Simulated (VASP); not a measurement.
Crystal: MoS2.

```
Mo S
1.0
     3.17302    0.00000    0.00000
    -1.58651    2.74792    0.00000
     0.00000    0.00000   12.43590
Mo S
2 4
Direct
  0.33333 0.66667 0.25000
  0.66667 0.33333 0.75000
  0.66667 0.33333 0.37510
  0.66667 0.33333 0.12490
  0.33333 0.66667 0.87510
  0.33333 0.66667 0.62490
```

Base run:

* Program: VASP 6.6.1
* Functional: PBE
* Potentials or basis: VASP PAW PBE potentials, release 64 (Mo_sv, S)
* Cutoff: 520 eV
* k mesh: 12 × 12 × 2
* Occupations: gaussian, width 0.01 eV
* Spin: no spin polarisation

Its results: band gap on the k mesh 0.95 eV (least direct gap 1.64 eV); pressure 2.3 GPa; largest force 0.098 eV/Å.

**Question.** The run is repeated on the same cell with these changes: functional from PBE to r2SCAN. What comes out?

**Answer.** Band gap on the k mesh 1.05 eV (least direct gap 1.75 eV); pressure 1.2 GPa; largest force 0.051 eV/Å.

Caveats: this functional lacks dispersion, which binds the layers, so the pressure and a relaxed spacing across them are unreliable (at least some runs); the PAW data sets were made with another functional, which shifts forces and pressure a little (at least some runs).

A k mesh can miss the band edges.
